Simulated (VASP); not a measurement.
A run of VASP 6.6.1:

INCAR

```
PREC = Accurate
ENCUT = 600
EDIFF = 1E-7
ISMEAR = -1
SIGMA = 0.1
LREAL = F
LASPH = T
NELM = 100
ALGO = Normal
ISIF = 3
LWAVE = F
LCHARG = F
GGA = PS
IBRION = 2
NSW = 80
EDIFFG = -0.03
```

KPOINTS

```
regular mesh
0
Gamma
  11 11 11
```

The input POSCAR:

```
ZrRh3
1.0
    3.9100000000      0.0000000000      0.0000000000
    0.0000000000      3.9100000000      0.0000000000
    0.0000000000      0.0000000000      3.9100000000
Zr Rh
1 3
Direct
    0.0000000000      0.0000000000      0.0000000000
    0.0000000000      0.5000000000      0.5000000000
    0.5000000000      0.0000000000      0.5000000000
    0.5000000000      0.5000000000      0.0000000000
```

Potentials or basis: VASP PAW PBE potentials, release 64 (Zr_sv, Rh_pv).

Run with:

```bash
$ cat potpaw_PBE.64/Zr_sv/POTCAR potpaw_PBE.64/Rh_pv/POTCAR > POTCAR
$ mpirun -np 1 vasp_std > vasp.out
```

Hardware: 1 thread of Intel(R) Xeon(R) Platinum 8488C (Sapphire Rapids) (shared host).

Question: Estimate the wall time of this run.

Answer: Run time: 3.1 min on 1 thread of Intel(R) Xeon(R) Platinum 8488C (Sapphire Rapids) (shared host), peak memory 0.26 GiB. Counts: scf iterations 33, k points 56, ion steps 3.
